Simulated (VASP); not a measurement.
Wanted: the native input for a VASP 6.6.1 run.

- Task: single point
- Functional: PBEsol
- Potentials or basis: VASP PAW PBE potentials, release 64 (Cd, H, O)
- Cutoff: 520 eV
- k mesh: 9 × 9 × 6
- Occupations: gaussian, width 0.05 eV
- Spin: no spin polarisation
- Dipole correction: no
- Further INCAR settings: ALGO = Normal; EDIFF = 1e-06; NBANDS = 21

The structure of CdH2O2 lies in POSCAR:

```
CdH2O2
1.0
    3.5155259648      0.0000000000      0.0000000000
   -1.7577629824      3.0445347931      0.0000000000
    0.0000000000      0.0000000000      4.5036899113
Cd H O
1 2 2
Direct
    0.0000000000      0.0000000000      0.0000000000
    0.6666666667      0.3333333333      0.5509607200
    0.3333333333      0.6666666667      0.4490392800
    0.6666666667      0.3333333333      0.7593720000
    0.3333333333      0.6666666667      0.2406280000
```

This cell differs from its parent crystal: strain +0.000 along x and y, -0.030 along z.

The input as run:

INCAR

```
SYSTEM = CdH2O2
ALGO = Normal
EDIFF = 1E-6
ENCUT = 520
GGA = PS
ISIF = 2
ISMEAR = 0
LASPH = .TRUE.
LCHARG = .FALSE.
LREAL = .FALSE.
LWAVE = .FALSE.
NBANDS = 21
NELM = 60
PREC = Accurate
SIGMA = 0.05
```

KPOINTS

```
k-points
0
G
  9 9 6
  0 0 0
```

Potentials or basis: VASP PAW PBE potentials, release 64 (Cd, H, O).

Command:

```sh
$ cat potpaw_PBE.64/Cd/POTCAR potpaw_PBE.64/H/POTCAR potpaw_PBE.64/O/POTCAR > POTCAR
$ mpirun -np 1 vasp_std > vasp.out
```

It gave:

| Item | Value |
| --- | --- |
| Pressure | 5.6 GPa |
| Largest force | 2.245 eV/Å |
| Band gap on the k mesh | 1.71 eV, indirect (least direct gap 2.10 eV) |

Caveat: the cell differs from its parent crystal (strain +0.000 along x and y, -0.030 along z); the PAW data sets were made with another functional, which shifts forces and pressure a little.

Wall time 38 s on 1 thread of Intel(R) Xeon(R) Platinum 8488C (Sapphire Rapids), on a shared host, peak memory 0.21 GiB.
